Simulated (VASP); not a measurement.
A run of VASP 6.6.1:

INCAR

```
SYSTEM = BN
ALGO = Normal ; EDIFF = 1E-6
ENCUT = 520 ; GGA = PE
ISIF = 2 ; ISMEAR = 0
LASPH = .TRUE. ; LCHARG = .FALSE.
LREAL = .FALSE. ; LWAVE = .FALSE.
NBANDS = 11 ; NELM = 60
PREC = Accurate ; SIGMA = 0.01
```

Contents of KPOINTS:

```
k-points
0
G
  10 10 10
  0 0 0
```

Contents of POSCAR:

```
BN
1.0
    0.0000000000      1.7611332512      1.7611332512
    1.7611332512      0.0000000000      1.7611332512
    1.7611332512      1.7611332512      0.0000000000
B N
1 1
Direct
    0.0000000000      0.0000000000      0.0000000000
    0.2500000000      0.2500000000      0.2500000000
```

Potentials or basis: VASP PAW PBE potentials, release 64 (B, N).

Command:

```sh
$ cat potpaw_PBE.64/B/POTCAR potpaw_PBE.64/N/POTCAR > POTCAR
$ mpirun -np 1 vasp_std > vasp.out
```

Hardware: 1 thread of Intel Xeon 6975P-C, with other jobs on the host.

Question: How long does it take, and how much memory?

Answer: Wall time 3.4 s on 1 thread of Intel Xeon 6975P-C, with other jobs on the host, peak memory 0.12 GiB. Counts: scf iterations 12, k points 47.
